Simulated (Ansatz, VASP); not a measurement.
**CdTe: VASP beside Ansatz**

The input POSCAR:

```
CdTe
1.0
    0.0000000000      3.4439528717      3.4439528717
    3.4439528717      0.0000000000      3.4439528717
    3.4439528717      3.4439528717      0.0000000000
Cd Te
1 1
Direct
    0.0000000000      0.0000000000      0.0000000000
    0.2500000000      0.2500000000      0.2500000000
```

INCAR.step1

```
PREC = Accurate ; ENCUT = 520
EDIFF = 1E-5 ; ISMEAR = 0
SIGMA = 0.01 ; LREAL = False
LASPH = True ; NELM = 80
ALGO = Normal ; ISIF = 2
LWAVE = True ; LCHARG = False
GGA = PE ; NBANDS = 16
```

The input INCAR.step2:

```
PREC = Accurate ; ENCUT = 520
EDIFF = 1E-6 ; ISMEAR = 0
SIGMA = 0.01 ; LREAL = False
LASPH = True ; NELM = 80
ALGO = Normal ; ISIF = 2
LWAVE = False ; LCHARG = False
GGA = PE ; LHFCALC = True
HFSCREEN = 0.2079 ; PRECFOCK = Normal
ISTART = 1 ; NBANDS = 16
```

The input KPOINTS:

```
regular mesh
0
Gamma
  4 4 4
```

Input for Ansatz:

```yaml
crystal:
  lattice:
    - [0.0, 3.4439528717, 3.4439528717]
    - [3.4439528717, 0.0, 3.4439528717]
    - [3.4439528717, 3.4439528717, 0.0]
  atoms:
    - { symbol: Cd, position: [0.0, 0.0, 0.0] }
    - { symbol: Te, position: [0.25, 0.25, 0.25] }
kpoints:
  mp_grid: { grid: [4, 4, 4] }
  band_path:
    path:
      - [0.0, 0.0, 0.0]
      - [-0.5, -0.5, 0.0]
      - [-0.375, -0.375, 0.25]
      - [-0.375, 0.0, 0.375]
      - [0.0, 0.0, 0.5]
      - [-0.5, -0.25, 0.25]
    npoints: 1
hamiltonian:
  xc: hse06
scf:
  occupations: { method: fixed }
  n_extra_bands: 4
output:
  forces: true
  stress: true
  eigenvalues: true
```

Change from the starting cell: hydrostatic strain +5.0%.

Alike in both runs: task single point; functional HSE06; k mesh 4 × 4 × 4; no spin polarisation.

|  | VASP | Ansatz |
| --- | --- | --- |
| version | VASP 6.6.1 | Ansatz 0.2.0 |
| potentials or method | VASP PAW PBE potentials, release 64 (Cd, Te) | plane waves, PAW |
| plane-wave cutoff (eV) | 520 | 420 |
| occupations | gaussian, width 0.01 eV | fixed |
| valence electrons in the cell | 18 | 36 |

Ansatz gave:

| Item | Value |
| --- | --- |
| gap on the k mesh at the Fermi level (eV) | 1.03 |
| pressure (GPa) | -4.0 |

**Question.** What did VASP give for the same quantities?

**Answer.** gap on the k mesh at the Fermi level (eV): 0.97; pressure (GPa): -4.0.

VASP's potentials hold 18 valence electrons a cell and Ansatz's 36, so a difference there can come from the potentials and not from the codes. Ansatz's warnings: stress exchange threshold loose, stress scf threshold loose.

Neither program's run includes spin-orbit coupling.
